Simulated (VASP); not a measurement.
# SiC (F-43m) in VASP: further runs

The runs below take SiC through single point, with r2SCAN.

Everything below comes from runs of VASP 6.6.1. Logs are shortened: lines on timing, memory, paths and dates and some standing lists are left out, and cuts for length are marked.

### 1 The cell of the first run

It takes space group F-43m (No. 216, cubic). The conventional cell has a = 4.356 Å, b = 4.356 Å, c = 4.356 Å, α = 90.00°, β = 90.00°, γ = 90.00°. Si (site symmetry -43m) has 4 C at 1.89 Å within 2.5 Å. C (site symmetry -43m) has 4 Si at 1.89 Å within 2.5 Å.

### 2 Single point, r2SCAN

Contents of POSCAR:

```
SiC
1.0
    0.0000000000      2.1781642237      2.1781642237
    2.1781642237      0.0000000000      2.1781642237
    2.1781642237      2.1781642237      0.0000000000
Si C
1 1
Direct
    0.7500000000      0.7500000000      0.7500000000
    0.0000000000      0.0000000000      0.0000000000
```

Contents of INCAR.step1:

```
SYSTEM = SiC
PREC = Accurate
ENCUT = 660
ISMEAR = 0
SIGMA = 0.02
LREAL = .FALSE.
LASPH = .TRUE.
NELM = 120
NBANDS = 11
GGA = PE
ALGO = Normal
EDIFF = 1E-5
LWAVE = .TRUE.
LCHARG = .FALSE.
GGA_COMPAT = .FALSE.
```

Contents of INCAR.step2:

```
SYSTEM = SiC
PREC = Accurate
ENCUT = 660
EDIFF = 1E-6
ISMEAR = 0
SIGMA = 0.02
LREAL = .FALSE.
LASPH = .TRUE.
NELM = 120
ALGO = Normal
ISIF = 2
LWAVE = .FALSE.
LCHARG = .FALSE.
METAGGA = R2SCAN
LMIXTAU = .TRUE.
NBANDS = 11
ISTART = 1
GGA_COMPAT = .FALSE.
```

Contents of KPOINTS:

```
Automatic mesh
0
G
  10 10 10
  0 0 0
```

Potentials or basis: VASP PAW PBE potentials, release 64 (Si, C).

Started as:

```bash
cat potpaw_PBE.64/Si/POTCAR potpaw_PBE.64/C/POTCAR > POTCAR
cp INCAR.step1 INCAR
mpirun -np 1 vasp_std > vasp.out
cp INCAR.step2 INCAR
mpirun -np 1 vasp_std > vasp.out
```

OUTCAR:

```text
SYSTEM = SiC
   PREC = Accurate
   ENCUT = 660
   EDIFF = 1E-6
   ISMEAR = 0
   LREAL = .FALSE.
   LASPH = .TRUE.
   NELM = 120
   ISIF = 2
   METAGGA = R2SCAN
   ISTART = 1

 ion  position               nearest neighbor table
   1  0.750  0.750  0.750-   2 1.89   2 1.89   2 1.89   2 1.89
   2  0.000  0.000  0.000-   1 1.89   1 1.89   1 1.89   1 1.89

  LATTYP: Found a face centered cubic cell.
 ALAT       =     4.3563284474

  Lattice vectors:

 A1 = (   0.0000000000,   2.1781642237,   2.1781642237)
 A2 = (   2.1781642237,   0.0000000000,   2.1781642237)
 A3 = (   2.1781642237,   2.1781642237,   0.0000000000)

Analysis of symmetry for initial positions (statically):
=====================================================================
 Subroutine PRICEL returns:
 Original cell was already a primitive cell.

 Routine SETGRP: Setting up the symmetry group for a
 face centered cubic supercell.

 Subroutine GETGRP returns: Found 24 space group operations
 (whereof 24 operations were pure point group operations)
 out of a pool of 48 trial point group operations.

The static configuration has the point symmetry T_d .

Analysis of symmetry for dynamics (positions and initial velocities):
=====================================================================
 Subroutine PRICEL returns:
 Original cell was already a primitive cell.

 Routine SETGRP: Setting up the symmetry group for a
 face centered cubic supercell.

 Subroutine GETGRP returns: Found 24 space group operations
 (whereof 24 operations were pure point group operations)
 out of a pool of 48 trial point group operations.

The dynamic configuration has the point symmetry T_d .

 Subroutine INISYM returns: Found 24 space group operations
 (whereof 24 operations are pure point group operations),
 and found     1 'primitive' translations

----------------------------------------------------------------------------------------

                                     Primitive cell

  volume of cell :      20.6682

  direct lattice vectors                    reciprocal lattice vectors
     0.000000000  2.178164224  2.178164224    -0.229551103  0.229551103  0.229551103
     2.178164224  0.000000000  2.178164224     0.229551103 -0.229551103  0.229551103
     2.178164224  2.178164224  0.000000000     0.229551103  0.229551103 -0.229551103

  length of vectors
     3.080389386  3.080389386  3.080389386     0.397594173  0.397594173  0.397594173

  position of ions in fractional coordinates (direct lattice)
     0.750000000  0.750000000  0.750000000
     0.000000000  0.000000000  0.000000000

  ion indices of the primitive-cell ions
   primitive index   ion index
                 1           1
                 2           2

----------------------------------------------------------------------------------------

 KPOINTS: Automatic mesh

Automatic generation of k-mesh.
 Grid dimensions read from file:
 generate k-points for:   10   10   10

 Generating k-lattice:

  Cartesian coordinates                     Fractional coordinates (reciprocal lattice)
    -0.022955110  0.022955110  0.022955110     0.100000000  0.000000000  0.000000000
     0.022955110 -0.022955110  0.022955110     0.000000000  0.100000000  0.000000000
     0.022955110  0.022955110 -0.022955110     0.000000000  0.000000000  0.100000000

  Length of vectors
     0.039759417  0.039759417  0.039759417

  Shift w.r.t. Gamma in fractional coordinates (k-lattice)
     0.000000000  0.000000000  0.000000000

 Subroutine IBZKPT returns following result:
 ===========================================

 Found     47 irreducible k-points:

 Following reciprocal coordinates:
            Coordinates               Weight
  0.000000  0.000000  0.000000      1.000000
  0.100000  0.000000  0.000000      8.000000
  0.200000  0.000000  0.000000      8.000000
  0.300000  0.000000  0.000000      8.000000
  0.400000  0.000000  0.000000      8.000000
  0.500000  0.000000  0.000000      4.000000
[... 16 lines left out ...]
  0.300000  0.300000  0.000000      6.000000
  0.400000  0.300000  0.000000     24.000000
 [... further k-points ...]
   k-points           NKPTS =     47   k-points in BZ     NKDIM =     47   number of bands    NBANDS=     11
   number of dos      NEDOS =    301   number of ions     NIONS =      2
   total plane-waves  NPLWV =  21952
   dimension x,y,z NGX =    28 NGY =   28 NGZ =   28
   dimension x,y,z NGXF=    56 NGYF=   56 NGZF=   56
   ions per type =               1   1
   NGX,Y,Z   is equivalent  to a cutoff of  15.11, 15.11, 15.11 a.u.
   NGXF,Y,Z  is equivalent  to a cutoff of  30.22, 30.22, 30.22 a.u.
 SYSTEM =  SiC
   PREC   = accura    normal or accurate (medium, high low for compatibility)
   ISTART =      1    job   : 0-new  1-cont  2-samecut
   ICHARG =      0    charge: 1-file 2-atom 10-const
   ISPIN  =      1    spin polarized calculation?
   LNONCOLLINEAR =      F non collinear calculations
   LSORBIT =      F    spin-orbit coupling
   LASPH  =      T    aspherical Exc in radial PAW
   ENCUT  =  660.0 eV  48.51 Ry    6.96 a.u.   6.45  6.45  6.45*2*pi/ulx,y,z
   NELM   =    120;   NELMIN=  2; NELMDL=  0     # of ELM steps
   EDIFF  = 0.1E-05   stopping-criterion for ELM
   LREAL  =      F    real-space projection
   EDIFFG = 0.1E-04   stopping-criterion for IOM
   NSW    =      0    number of steps for IOM
   IBRION =     -1    ionic relax: 0-MD 1-quasi-New 2-CG
   NFREE  =      0    steps in history (QN), initial steepest desc. (CG)
   ISIF   =      2    stress and relaxation
   ISYM   =      2    0-nonsym 1-usesym 2-fastsym
   POTIM  = 0.5000    time-step for ionic-motion
   TEBEG  =    0.0;   TEEND  =   0.0 temperature during run
   PSTRESS=    0.0 pullay stress
   NELECT =       8.0000    total number of electrons
   NUPDOWN=      -1.0000    fix difference up-down
   EMIN   =  10.00;   EMAX   =-10.00  energy-range for DOS
   EFERMI =   0.00;   METHOD = LEGACY
   ISMEAR =     0;   SIGMA  =   0.02  broadening in eV -4-tet -1-fermi 0-gaus
   EFERMI_NEDOS =   21; number of points for ismear=-14 and -15
   IALGO  =     38    algorithm
   IMIX   =      4    mixing-type and parameters
     AMIX     =   0.40;   BMIX     =  1.00
     AMIX_MAG =   1.60;   BMIX_MAG =  1.00
  volume/ion in A,a.u.               =      10.33        69.74
  Fermi-wavevector in a.u.,A,eV,Ry     =   1.193084  2.254601 19.367192  1.423448
  Thomas-Fermi vector in A             =   2.329106
   LORBIT       =      0    0 simple, 1 ext, 2 COOP (PROOUT), +10 PAW based schemes
   METAGGA = R2SCAN    functional components
   LHFCALC =     F    Hartree Fock is set to
   AEXX    =    0.0000 exact exchange contribution
   IVDW    =     0    specifies the selected vdW correction
   LEPSILON=     F    determine dielectric tensor
   LRPA    =     F    only Hartree local field effects (RPA)
 non-spin polarized calculation
 Gauss-broadening in eV      SIGMA  =   0.02
  energy-cutoff  :      660.00
  volume of cell :       20.67
 maximum number of plane-waves:       821
 NGX is ok and might be reduce to    28
   NGX = 13   NGY = 13   NGZ = 13

 number of electron       8.0000000 magnetization

 Free energy of the ion-electron system (eV)
  ---------------------------------------------------
  ext. energy  EPLUGINS =         0.00000000
  ---------------------------------------------------
  free energy    TOTEN  =       -19.33151007 eV

  energy without entropy =      -19.33151007  energy(sigma->0) =      -19.33151007

 E-fermi :   8.1029     XC(G=0): -11.9392

 val. band max:        7.9930485250   @ k =   0.0000   0.0000   0.0000
 cond. band min:       9.7193694074   @ k =   0.5000   0.5000   0.0000
 fundamental gap:      1.7263208825
 Fermi energy:         8.1028605230

 k-point     1 :       0.0000    0.0000    0.0000
  band No.  band energies     occupation
      1      -8.1942      2.00000
      2       7.9930      2.00000
      3       7.9930      2.00000
      4       7.9930      2.00000
      5      14.8424      0.00000
      6      15.8530      0.00000
      7      15.8530      0.00000
      8      15.8530      0.00000
      9      23.2110      0.00000
     10      23.2110      0.00000
     11      25.7768      0.00000

 k-point     2 :       0.1000    0.0000    0.0000
  band No.  band energies     occupation
      1      -7.9917      2.00000
      2       6.9445      2.00000
      3       7.8533      2.00000
      4       7.8533      2.00000
      5      15.0941      0.00000
      6      16.1119      0.00000
      7      16.1119      0.00000
      8      16.1982      0.00000
      9      22.2741      0.00000
     10      22.2741      0.00000
     11      25.3962      0.00000

 k-point     3 :       0.2000    0.0000    0.0000
  band No.  band energies     occupation
      1      -7.3939      2.00000
      2       4.7347      2.00000
      3       7.5315      2.00000
      4       7.5315      2.00000
      5      14.7830      0.00000
      6      16.4920      0.00000
      7      16.4920      0.00000
      8      17.5451      0.00000
      9      21.6103      0.00000
     10      21.6103      0.00000
     11      24.4468      0.00000

 k-point     4 :       0.3000    0.0000    0.0000
  band No.  band energies     occupation
      1      -6.4421      2.00000
      2       2.3290      2.00000
      3       7.1987      2.00000
      4       7.1987      2.00000
      5      14.3674      0.00000
      6      16.3356      0.00000
      7      16.3356      0.00000
      8      18.6204      0.00000
      9      22.5150      0.00000
     10      22.5150      0.00000
     11      24.1947      0.00000

 k-point     5 :       0.4000    0.0000    0.0000
  band No.  band energies     occupation
      1      -5.2807      2.00000
      2       0.2138      2.00000
      3       6.9676      2.00000
      4       6.9676      2.00000
      5      14.0912      0.00000
      6      15.9299      0.00000
      7      15.9299      0.00000
      8      18.9442      0.00000
      9      24.5991      0.00000
     10      24.5991      0.00000
     11      24.8796      0.00000
[... 211 lines left out ...]
 k-point    21 :      -0.3000    0.2000    0.0000
  band No.  band energies     occupation
      1      -5.0430      2.00000
      2       1.3208      2.00000
      3       4.0481      2.00000
      4       6.7658      2.00000
      5      14.1344      0.00000
      6      16.9406      0.00000
      7      17.3809      0.00000
      8      19.1288      0.00000
      9      21.4828      0.00000
     10      24.5441      0.00000
     11      28.2255      0.00000

 k-point    22 :      -0.2000    0.2000    0.0000
  band No.  band energies     occupation
      1      -6.1221      2.00000
      2       2.9766      2.00000
      3       4.6683      2.00000
      4       7.3125      2.00000
      5      15.1521      0.00000
      6      16.6758      0.00000
      7      16.9912      0.00000
      8      17.9065      0.00000
      9      20.1918      0.00000
     10      24.4970      0.00000
     11      28.2584      0.00000

 k-point    23 :       0.3000    0.3000    0.0000
  band No.  band energies     occupation
      1      -5.8456      2.00000
      2       3.4251      2.00000
      3       5.5217      2.00000
      4       5.5217      2.00000
      5      11.6143      0.00000
      6      14.1456      0.00000
      7      20.3931      0.00000
      8      20.3931      0.00000
      9      21.3693      0.00000
     10      25.9671      0.00000
     11      30.9213      0.00000

 k-point    24 :       0.4000    0.3000    0.0000
  band No.  band energies     occupation
      1      -4.9572      2.00000
      2       2.1569      2.00000
      3       4.7201      2.00000
      4       5.2460      2.00000
      5      11.2932      0.00000
      6      14.1611      0.00000
      7      20.5056      0.00000
      8      20.8089      0.00000
      9      22.8502      0.00000
     10      27.0917      0.00000
     11      30.5074      0.00000

 [... further k-points ...]

------------------------ aborting loop because EDIFF is reached ----------------------------------------

  FORCE on cell =-STRESS in cart. coord.  units (eV):
  Direction    XX          YY          ZZ          XY          YZ          ZX
  --------------------------------------------------------------------------------------
  -------------------------------------------------------------------------------------
  Total       -0.0503872     -0.0503872     -0.0503872      0.0000000      0.0000000      0.0000000
  in kB       -3.9059695     -3.9059695     -3.9059695      0.0000000      0.0000000      0.0000000
  external PRESSURE =      -3.9059695 kB  Pullay stress =       0.0000000 kB

 VOLUME and BASIS-vectors are now :
 -----------------------------------------------------------------------------
  energy-cutoff  :      660.00
  volume of cell :       20.67
      direct lattice vectors                 reciprocal lattice vectors
     0.000000000  2.178164224  2.178164224    -0.229551103  0.229551103  0.229551103
     2.178164224  0.000000000  2.178164224     0.229551103 -0.229551103  0.229551103
     2.178164224  2.178164224  0.000000000     0.229551103  0.229551103 -0.229551103

 POSITION                                       TOTAL-FORCE (eV/Angst)
 -----------------------------------------------------------------------------------
      3.26725      3.26725      3.26725         0.000000      0.000000      0.000000
      0.00000      0.00000      0.00000        -0.000000     -0.000000     -0.000000
 -----------------------------------------------------------------------------------
    total drift:                               -0.000000     -0.000000     -0.000000

  FREE ENERGIE OF THE ION-ELECTRON SYSTEM (eV)
  ---------------------------------------------------
  free  energy   TOTEN  =       -19.3315100707 eV

  energy  without entropy=      -19.3315100707  energy(sigma->0) =      -19.33151007
```

Wall time 31 s (1 thread of Intel Xeon 6975P-C (Granite Rapids), shared host); peak memory 0.16 GiB.

What came out:

| Item | Value |
| --- | --- |
| Free energy | -19.3315 eV |
| Pressure | -0.4 GPa |
| Band gap on the k mesh | 1.73 eV (least direct gap 5.06 eV) |

Levels at points of the mesh, in eV from the valence-band top:
| k point | band 1 | band 2 | band 3 | band 4 | band 5 | band 6 | band 7 | band 8 |
| --- | --- | --- | --- | --- | --- | --- | --- | --- |
| (0.00, 0.00, 0.00) | -16.19 | 0.00 | 0.00 | 0.00 | 6.85 | 7.86 | 7.86 | 7.86 |
| (0.50, 0.00, 0.00) | -12.56 | -8.82 | -1.11 | -1.11 | 6.00 | 7.76 | 7.76 | 10.96 |
| (0.50, 0.50, 0.00) | -11.09 | -8.05 | -3.33 | -3.33 | 1.73 | 4.83 | 15.14 | 15.14 |

Caveat: the PAW data sets were made with another functional, which shifts forces and pressure a little.

### 3 Single point, r2SCAN

POSCAR is that of step 2.

Contents of INCAR.step1:

```
ALGO     = Normal         # electronic algorithm
EDIFF    = 1E-5           # SCF threshold, eV
ENCUT    = 660            # plane-wave cutoff, eV
GGA      = PE             # functional
GGA_COMPAT= False        
ISMEAR   = 0              # smearing method
LASPH    = True           # aspherical terms in the spheres
LCHARG   = False          # write CHGCAR
LREAL    = False          # projectors in reciprocal space
LWAVE    = True           # write WAVECAR
NBANDS   = 11             # bands
NELM     = 120            # most SCF steps
PREC     = Accurate       # precision mode
SIGMA    = 0.02           # smearing width, eV
```

Contents of INCAR.step2:

```
ALGO     = Normal         # electronic algorithm
EDIFF    = 1E-6           # SCF threshold, eV
ENCUT    = 660            # plane-wave cutoff, eV
GGA_COMPAT= False        
ISIF     = 2              # what is computed and relaxed
ISMEAR   = 0              # smearing method
ISTART   = 1            
LASPH    = True           # aspherical terms in the spheres
LCHARG   = False          # write CHGCAR
LMIXTAU  = True         
LREAL    = False          # projectors in reciprocal space
LWAVE    = False          # write WAVECAR
METAGGA  = R2SCAN         # meta-GGA
NBANDS   = 11             # bands
NELM     = 120            # most SCF steps
PREC     = Accurate       # precision mode
SIGMA    = 0.02           # smearing width, eV
```

Contents of KPOINTS:

```
k-points
0
Gamma
  10 10 10
```

Potentials or basis: VASP PAW PBE potentials, release 64 (Si, C).

Started as:

```bash
cat potpaw_PBE.64/Si/POTCAR potpaw_PBE.64/C/POTCAR > POTCAR
cp INCAR.step1 INCAR
mpirun -np 1 vasp_std > vasp.out
cp INCAR.step2 INCAR
mpirun -np 1 vasp_std > vasp.out
```

OUTCAR:

```text
EDIFF = 1E-6
   ENCUT = 660
   ISIF = 2
   ISMEAR = 0
   ISTART = 1
   LASPH = True
   LREAL = False
   METAGGA = R2SCAN
   NELM = 120
   PREC = Accurate

 ion  position               nearest neighbor table
   1  0.750  0.750  0.750-   2 1.89   2 1.89   2 1.89   2 1.89
   2  0.000  0.000  0.000-   1 1.89   1 1.89   1 1.89   1 1.89

  LATTYP: Found a face centered cubic cell.
 ALAT       =     4.3563284474

  Lattice vectors:

[... 523 lines left out ...]

------------------------ aborting loop because EDIFF is reached ----------------------------------------

  FORCE on cell =-STRESS in cart. coord.  units (eV):
  Direction    XX          YY          ZZ          XY          YZ          ZX
  --------------------------------------------------------------------------------------
  -------------------------------------------------------------------------------------
  Total       -0.0503872     -0.0503872     -0.0503872      0.0000000      0.0000000      0.0000000
  in kB       -3.9059695     -3.9059695     -3.9059695      0.0000000      0.0000000      0.0000000
  external PRESSURE =      -3.9059695 kB  Pullay stress =       0.0000000 kB

 VOLUME and BASIS-vectors are now :
 -----------------------------------------------------------------------------
  energy-cutoff  :      660.00
  volume of cell :       20.67
      direct lattice vectors                 reciprocal lattice vectors
     0.000000000  2.178164224  2.178164224    -0.229551103  0.229551103  0.229551103
     2.178164224  0.000000000  2.178164224     0.229551103 -0.229551103  0.229551103
     2.178164224  2.178164224  0.000000000     0.229551103  0.229551103 -0.229551103

 POSITION                                       TOTAL-FORCE (eV/Angst)
 -----------------------------------------------------------------------------------
      3.26725      3.26725      3.26725         0.000000      0.000000      0.000000
      0.00000      0.00000      0.00000        -0.000000     -0.000000     -0.000000
 -----------------------------------------------------------------------------------
    total drift:                               -0.000000     -0.000000     -0.000000

  FREE ENERGIE OF THE ION-ELECTRON SYSTEM (eV)
  ---------------------------------------------------
  free  energy   TOTEN  =       -19.3315100707 eV

  energy  without entropy=      -19.3315100707  energy(sigma->0) =      -19.33151007
```

OSZICAR.step1:

```text
N       E                     dE             d eps       ncg     rms          rms(c)
DAV:   1     0.554890600380E+01    0.55489E+01   -0.46159E+03  1034   0.803E+02
DAV:   2    -0.161441098226E+02   -0.21693E+02   -0.20227E+02  1343   0.113E+02
DAV:   3    -0.169143397891E+02   -0.77023E+00   -0.76774E+00  1281   0.175E+01
DAV:   4    -0.169176662632E+02   -0.33265E-02   -0.33262E-02  1183   0.142E+00
DAV:   5    -0.169176808719E+02   -0.14609E-04   -0.14609E-04  1272   0.903E-02    0.881E+00
DAV:   6    -0.151181885585E+02    0.17995E+01   -0.64851E+00  1160   0.114E+01    0.390E+00
DAV:   7    -0.150681520578E+02    0.50037E-01   -0.38805E-01  1232   0.357E+00    0.177E+00
DAV:   8    -0.150603078714E+02    0.78442E-02   -0.20527E-02  1166   0.958E-01    0.172E-01
DAV:   9    -0.150604033113E+02   -0.95440E-04   -0.16843E-03  1293   0.234E-01    0.113E-01
DAV:  10    -0.150605140643E+02   -0.11075E-03   -0.24216E-04  1154   0.948E-02    0.268E-02
DAV:  11    -0.150605164381E+02   -0.23738E-05   -0.43011E-05  1247   0.343E-02
   1 F= -.15060516E+02 E0= -.15060516E+02  d E =-.206226E-33
```

It took 28 s on 1 thread of Intel Xeon 6975P-C (Granite Rapids), shared host; peak memory 0.16 GiB.

What came out:

```
Free energy            : -19.3315 eV
Pressure               : -0.4 GPa
Band gap on the k mesh : 1.73 eV (least direct gap 5.06 eV)
```

Caveat: the PAW data sets were made with another functional, which shifts forces and pressure a little.
